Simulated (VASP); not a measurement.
Here is a VASP 6.6.1 calculation.

INCAR

```
PREC     = Accurate       # precision mode
ENCUT    = 520            # plane-wave cutoff, eV
EDIFF    = 1E-6           # SCF threshold, eV
ISMEAR   = 0              # smearing method
SIGMA    = 0.02           # smearing width, eV
LREAL    = F              # projectors in reciprocal space
LASPH    = T              # aspherical terms in the spheres
NELM     = 100            # most SCF steps
ALGO     = Normal         # electronic algorithm
ISIF     = 2              # what is computed and relaxed
LWAVE    = F              # write WAVECAR
LCHARG   = F              # write CHGCAR
GGA      = PS             # functional
NBANDS   = 24             # bands
```

KPOINTS

```
Automatic mesh
0
Gamma
  9 9 6
```

POSCAR

```
SrO
1.0
    4.2453242284      0.0000000000      0.0000000000
   -2.1226621142      3.6765586291      0.0000000000
    0.0000000000      0.0000000000      5.0419141205
Sr O
2 2
Direct
    0.3333333300      0.6666666700      0.9439466210
    0.6666666700      0.3333333300      0.4439466210
    0.3333333300      0.6666666700      0.4310533790
    0.6666666700      0.3333333300      0.9310533790
```

Potentials or basis: VASP PAW PBE potentials, release 64 (Sr_sv, O).

The run is started by

```console
$ cat potpaw_PBE.64/Sr_sv/POTCAR potpaw_PBE.64/O/POTCAR > POTCAR
$ mpirun -np 1 vasp_std > vasp.out
```

Q: Predict the pressure.

A: 1.5 GPa.

Q: What does it give for the largest force?

A: 0.205 eV/Å.

Stress tensor (GPa, compression positive):
```
0.65 0.00 0.00
0.00 0.65 0.00
0.00 0.00 3.25
```

Caveat: the cell differs from its parent crystal (strained); the PAW data sets were made with another functional, which shifts forces and pressure a little.
